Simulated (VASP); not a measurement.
# Si (P6_3/mmc) in VASP: further runs, part 2 of 2

VASP 6.6.1. Earlier steps stand in the parts before.

## Step 3: Single point, LDA

This run uses another cell than the first one, of 13.83 Å³/atom, 1.042 times its volume.

INCAR

```
SYSTEM = Si
  PREC = Accurate
  ENCUT = 520
  EDIFF = 1E-7
  ISMEAR = -1
  SIGMA = 0.1
  LREAL = .False.
  LASPH = .True.
  NELM = 80
  ALGO = Normal
  ISIF = 2
  LWAVE = .False.
  LCHARG = .False.
  NBANDS = 11
```

KPOINTS

```
regular mesh
0
Gamma
  15 15 8
  0 0 0
```

POSCAR

```
Si
1.0
    2.6656454275      0.0000000000      0.0000000000
   -1.3328227137      2.3085166577      0.0000000000
    0.0000000000      0.0000000000      4.4964330871
Si
2
Direct
    0.3333333333      0.6666666667      0.2500000000
    0.6666666667      0.3333333333      0.7500000000
```

Potentials or basis: VASP PAW LDA potentials, release 64 (Si).

Run with:

```sh
$ cat potpaw_LDA.64/Si/POTCAR > POTCAR
$ mpirun -np 1 vasp_std > vasp.out
```

OUTCAR:

```text
SYSTEM = Si
   PREC = Accurate
   ENCUT = 520
   EDIFF = 1E-7
   ISMEAR = -1
   LREAL = .False.
   LASPH = .True.
   NELM = 80
   ISIF = 2

 ion  position               nearest neighbor table
   1  0.333  0.667  0.250-   2 2.72   2 2.72   2 2.72   2 2.72   2 2.72   2 2.72
   2  0.667  0.333  0.750-   1 2.72   1 2.72   1 2.72   1 2.72   1 2.72   1 2.72

  LATTYP: Found a hexagonal cell.
 ALAT       =     2.6656454275
 C/A-ratio  =     1.6868083957

  Lattice vectors:

 A1 = (   2.6656454275,   0.0000000000,   0.0000000000)
 A2 = (  -1.3328227137,   2.3085166577,   0.0000000000)
 A3 = (   0.0000000000,   0.0000000000,   4.4964330871)

Analysis of symmetry for initial positions (statically):
=====================================================================
 Subroutine PRICEL returns:
 Original cell was already a primitive cell.

 Routine SETGRP: Setting up the symmetry group for a
 hexagonal supercell.

 Subroutine GETGRP returns: Found 24 space group operations
 (whereof 12 operations were pure point group operations)
 out of a pool of 24 trial point group operations.

The static configuration has the point symmetry D_3d.
 The point group associated with its full space group is D_6h.

Analysis of symmetry for dynamics (positions and initial velocities):
[... 165 lines left out ...]
 Fermi energy:        10.7488620764

 k-point     1 :       0.0000    0.0000    0.0000
  band No.  band energies     occupation
      1      -4.0818      2.00000
      2       2.5460      2.00000
      3       3.4056      2.00000
      4      19.6650      0.00000
      5      19.6650      0.00000
      6      20.9816      0.00000
      7      20.9816      0.00000
      8      21.5502      0.00000
      9      21.8454      0.00000
     10      24.1445      0.00000
     11      24.8203      0.00000
[... 309 lines left out ...]
 k-point    24 :       0.4000    0.2000    0.0000
  band No.  band energies     occupation
      1       3.1232      2.00000
      2       3.6727      2.00000
      3       8.5789      2.00000
      4       9.6019      1.99998
      5       9.8457      1.99976
      6      10.1311      1.99586
      7      11.2744      0.01039
      8      14.7484      0.00000
      9      16.3478      0.00000
     10      23.5165      0.00000
     11      27.5154      0.00000

 [... further k-points ...]
[... 5 lines left out ...]
  --------------------------------------------------------------------------------------
  -------------------------------------------------------------------------------------
  Total       -0.1181537     -0.1181537      0.1067207     -0.0000000     -0.0000000      0.0000000
  in kB       -6.8415496     -6.8415496      6.1795367     -0.0000000     -0.0000000      0.0000000
  external PRESSURE =      -2.5011875 kB  Pullay stress =       0.0000000 kB

 VOLUME and BASIS-vectors are now :
 -----------------------------------------------------------------------------
  energy-cutoff  :      520.00
  volume of cell :       27.67
      direct lattice vectors                 reciprocal lattice vectors
     2.665645427  0.000000000  0.000000000     0.375143667  0.216589297  0.000000000
    -1.332822714  2.308516658  0.000000000     0.000000000  0.433178594  0.000000000
     0.000000000  0.000000000  4.496433087     0.000000000  0.000000000  0.222398506

 POSITION                                       TOTAL-FORCE (eV/Angst)
 -----------------------------------------------------------------------------------
     -0.00000      1.53901      1.12411        -0.000000     -0.000000      0.000000
      1.33282      0.76951      3.37232         0.000000      0.000000      0.000000
 -----------------------------------------------------------------------------------
    total drift:                                0.000000     -0.000000      0.000000

  FREE ENERGIE OF THE ION-ELECTRON SYSTEM (eV)
  ---------------------------------------------------
  free  energy   TOTEN  =       -11.0967002393 eV

  energy  without entropy=      -11.0712118606  energy(sigma->0) =      -11.08395605
```

OSZICAR:

```text
N       E                     dE             d eps       ncg     rms          rms(c)
DAV:   1     0.459096846090E+01    0.45910E+01   -0.35377E+03  2970   0.615E+02
DAV:   2    -0.107225565888E+02   -0.15314E+02   -0.14694E+02  3819   0.843E+01
DAV:   3    -0.111442008446E+02   -0.42164E+00   -0.41939E+00  3916   0.116E+01
DAV:   4    -0.111457185550E+02   -0.15177E-02   -0.15171E-02  3576   0.874E-01
DAV:   5    -0.111457246536E+02   -0.60986E-05   -0.60996E-05  3795   0.509E-02    0.424E+00
DAV:   6    -0.111138265150E+02    0.31898E-01   -0.97448E-03  3399   0.453E-01    0.235E+00
DAV:   7    -0.110968250748E+02    0.17001E-01   -0.17118E-02  3288   0.597E-01    0.135E-01
DAV:   8    -0.110967009953E+02    0.12408E-03   -0.18832E-04  4277   0.954E-02    0.261E-02
DAV:   9    -0.110967008491E+02    0.14621E-06   -0.14466E-06  3546   0.763E-03    0.410E-03
DAV:  10    -0.110967002402E+02    0.60886E-06   -0.29205E-07  3834   0.281E-03    0.347E-03
DAV:  11    -0.110967002393E+02    0.89562E-09   -0.67624E-09  2160   0.577E-04
   1 F= -.11096700E+02 E0= -.11083956E+02  d E =-.254884E-01
```

Run time: 17 s. Hardware: 1 thread of AMD EPYC 9R45 (Zen 5), shared host; peak memory 0.11 GiB.

Results:

```
Free energy            : -11.0967 eV
Pressure               : -0.3 GPa
Band gap on the k mesh : zero (band 4 reaches 19.66 eV, above the bottom of band 5 at 7.02 eV)
```

## Step 4: Single point, LDA (volume scaled by 1.04)

INCAR

```
SYSTEM = Si
  ALGO = Normal
  EDIFF = 1E-6
  ENCUT = 520
  ISIF = 2
  ISMEAR = -1
  LASPH = .True.
  LCHARG = .False.
  LREAL = .False.
  LWAVE = .False.
  NBANDS = 11
  NELM = 60
  PREC = Accurate
  SIGMA = 0.1
```

KPOINTS

```
k-points
0
Gamma
  15 15 8
  0 0 0
```

POSCAR

```
Si
1.0
    2.7007237321      0.0000000000      0.0000000000
   -1.3503618660      2.3388953606      0.0000000000
    0.0000000000      0.0000000000      4.5556034658
Si
2
Direct
    0.3333333333      0.6666666667      0.2500000000
    0.6666666667      0.3333333333      0.7500000000
```

Run with:

```sh
$ cat potpaw_LDA.64/Si/POTCAR > POTCAR
$ mpirun -np 1 vasp_std > vasp.out
```

Run time: 14 s. Hardware: 1 thread of AMD EPYC 9R45 (Zen 5), shared host; peak memory 0.11 GiB.

The run converged. Its results:

| Property | Result |
| --- | --- |
| Free energy | -11.0832 eV |
| Pressure | -3.6 GPa |
| Band gap on the k mesh | zero (band 4 reaches 18.81 eV, above the bottom of band 5 at 6.66 eV) |

Stress tensor (GPa, compression positive):
```
-4.05  0.00  0.00
 0.00 -4.05  0.00
 0.00  0.00 -2.68
```

Levels at points of the mesh, in eV from the Fermi level:
| k point | band 1 | band 2 | band 3 | band 4 | band 5 | band 6 | band 7 | band 8 | band 9 |
| --- | --- | --- | --- | --- | --- | --- | --- | --- | --- |
| (0.00, 0.00, 0.00) | -14.46 | -8.08 | -7.08 | 8.59 | 8.59 | 9.98 | 9.98 | 10.36 | 10.98 |
| (0.00, 0.00, 0.50) | -12.73 | -12.73 | 0.67 | 0.67 | 9.87 | 9.87 | 9.87 | 9.87 | 11.86 |

Caveat: the cell differs from its parent crystal (volume scaled by 1.04).

## Step 5: Summary

```tsv
cell	gap on the mesh (eV)	pressure (GPa)
a = 2.630, b = 2.630, c = 4.436 Å, angles 90.0, 90.0, 120.0°, 2 atoms	none	3.9
a = 2.666, b = 2.666, c = 4.496 Å, angles 90.0, 90.0, 120.0°, 2 atoms	none	-0.3
a = 2.701, b = 2.701, c = 4.556 Å, angles 90.0, 90.0, 120.0°, 2 atoms	none	-3.6
```

Alike in all rows: task single point; level LDA; potentials or basis VASP PAW LDA potentials, release 64 (Si); no spin polarisation; k mesh 15 × 15 × 8; cutoff (eV) 520; smearing fermi-dirac 0.1 eV.

Absolute energies hang on the potentials; compare differences alone.
